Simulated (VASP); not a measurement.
Write the native input for VASP 6.6.1 that does the following.

| Quantity | Value |
| --- | --- |
| Task | single point |
| Functional | PBE |
| Potentials or basis | VASP PAW PBE potentials, release 64 (Mg, H) |
| Cutoff | 520 eV |
| k mesh | 6 × 4 × 4 |
| Occupations | gaussian, width 0.2 eV |
| Spin | no spin polarisation |
| Dipole correction | no |
| Further INCAR settings | ALGO = Normal; EDIFF = 1e-06; NBANDS = 16 |

The structure of MgH lies in POSCAR:

```
MgH
1.0
   -1.4335585398     -2.9614179523      0.0000000000
   -4.3006756194      2.9614179523      0.0000000000
    0.0000000000      0.0000000000     -6.3010433052
Mg H
4 4
Direct
    0.0000000000      0.0000000000      0.0000000000
    0.0000000000      0.0000000000      0.5000000000
    0.5000000000      0.5000000000      0.0000000000
    0.5000000000      0.5000000000      0.5000000000
    0.7500000000      0.7500000000      0.7500000000
    0.7500000000      0.7500000000      0.2500000000
    0.2500000000      0.2500000000      0.7500000000
    0.2500000000      0.2500000000      0.2500000000
```

The input as run:

INCAR

```
PREC = Accurate ; ENCUT = 520
EDIFF = 1E-6 ; ISMEAR = 0
SIGMA = 0.2 ; LREAL = False
LASPH = True ; NELM = 100
ALGO = Normal ; ISIF = 2
LWAVE = False ; LCHARG = True
GGA = PE ; LELF = True
LVHAR = True ; NBANDS = 16
```

KPOINTS

```
Automatic mesh
0
Gamma
  6 4 4
```

Potentials or basis: VASP PAW PBE potentials, release 64 (Mg, H).

Command:

```sh
$ cat potpaw_PBE.64/Mg/POTCAR potpaw_PBE.64/H/POTCAR > POTCAR
$ mpirun -np 1 vasp_std > vasp.out
```

Results of the run:

The pressure is -0.2 GPa. The band gap on the k mesh is zero (bands 6 and 7 overlap by 1.16 eV).

It took 77 s on 1 thread of Intel Xeon 8259CL, with other jobs on the host, peak memory 0.23 GiB.
